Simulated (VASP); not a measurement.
Cs8N: single point with PBE

The system is Cs8N.

```
Cs N
1.0
     6.98758    0.00000    0.00000
    -3.49379    6.05142    0.00000
     0.00000    0.00000    9.62178
Cs N
8 1
Cartesian
  3.4938 0.0000 0.0000
  -1.7469 3.0257 0.0000
  1.7469 3.0257 0.0000
  3.4938 0.0000 4.8109
  -1.7469 3.0257 4.8109
  1.7469 3.0257 4.8109
  0.0000 0.0000 3.1058
  0.0000 0.0000 6.5160
  0.0000 0.0000 0.0000
```

The cell was generated, and may not be a known phase.

* Program: VASP 6.6.1
* Task: single point
* Functional: PBE
* Potentials or basis: VASP PAW PBE potentials, release 64 (Cs_sv, N)
* Cutoff: 520 eV
* k mesh: 3 × 3 × 2
* Occupations: gaussian, width 0.1 eV
* Spin: collinear spin, ferromagnetic start
* Starting moments: [0.0, 0.0, 0.0, 0.0, 0.0, 0.0, 0.0, 0.0, 1.0] μB
* Dipole correction: no
* Further INCAR settings: ALGO = Normal; EDIFF = 1e-07; NBANDS = 52

```yaml
Pressure: 3.8 GPa
Largest_force: 1.996 eV/Å
Net_moment: -0.56 μB per cell
Site_moments: Cs +0.01, -0.03, -0.04 (each value once); N -0.04 μB
Valence_electrons_inside_the_program's_atomic_spheres: Cs 6.59, 6.62, 6.58 (each value once); N 3.39
```

Forces on the atoms (eV/Å):
```
Cs   0.000  0.000  0.000
Cs   0.000  0.000  0.000
Cs   0.000  0.000  0.000
Cs   0.000  0.000  0.000
Cs   0.000  0.000  0.000
Cs   0.000  0.000  0.000
Cs   0.000  0.000 -1.996
Cs   0.000  0.000  1.996
N    0.000  0.000  0.000
```

Stress tensor (GPa, compression positive):
```
4.98 0.00 0.00
0.00 4.98 0.00
0.00 0.00 1.30
```

Levels at points of the mesh, in eV from the Fermi level:
Spin up:
```
           k point  band 34  band 35  band 36  band 37  band 38  band 39  band 40  band 41  band 42  band 43
(0.00, 0.00, 0.00)    -1.60    -0.69    -0.16    -0.07    -0.07     0.02     0.03     0.03     0.23     0.88
(0.00, 0.00, 0.50)    -1.00    -0.57    -0.45    -0.21    -0.03    -0.03     0.08     0.10     0.15     0.15
```
Spin down:
```csv
k point,band 35,band 36,band 37,band 38,band 39,band 40,band 41,band 42,band 43,band 44
"(0.00, 0.00, 0.00)",-0.62,-0.38,-0.28,-0.22,-0.22,-0.01,-0.01,0.21,0.61,0.95
"(0.00, 0.00, 0.50)",-0.62,-0.47,-0.17,-0.15,-0.15,-0.12,0.04,0.04,0.20,0.43
```

Wall time 10 min on 1 thread of Intel(R) Xeon(R) Platinum 8488C (Sapphire Rapids) (shared host), peak memory 0.74 GiB.

Caveat: the cell stands under pressure; a moment this small can come from the mesh or the smearing; spin-orbit coupling is left out, which moves the levels of the heavy elements; forces of over 1 eV/Å act on the atoms, so gaps and moduli don't describe the material at rest.
